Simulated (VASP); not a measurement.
Runs of VASP 6.6.1 on SrV. The structure is that of space group Fm-3m (No. 225), or close to it. The cells are those of the table. 

```csv
cell,gap on the mesh (eV),pressure (GPa),moment (μB)
"a = 4.031 Å, angles 60.0°, 2 atoms",none,15.7,3.06
"a = 3.954 Å, angles 60.0°, 2 atoms",none,(b),3.03
"a = 4.006 Å, angles 60.0°, 2 atoms",none,(a),3.05
"a = 3.980 Å, angles 60.0°, 2 atoms",none,18.4,3.04
"a = 3.900 Å, angles 60.0°, 2 atoms",none,23.1,2.98
```

Alike in all rows: task single point; level PBE; potentials or basis VASP PAW PBE potentials, release 64 (Sr_sv, V_sv); spin collinear, ferromagnetic start; k mesh 8 × 8 × 8; cutoff (eV) 520; smearing fermi-dirac 0.05 eV.

Task: Fill in the values left out.

Result: (a) 17.0; (b) 19.9.

A k mesh can miss the band edges, and the runs leave out spin-orbit coupling on Sr.

A gap of «none» marks levels without a gap at the run's occupations.
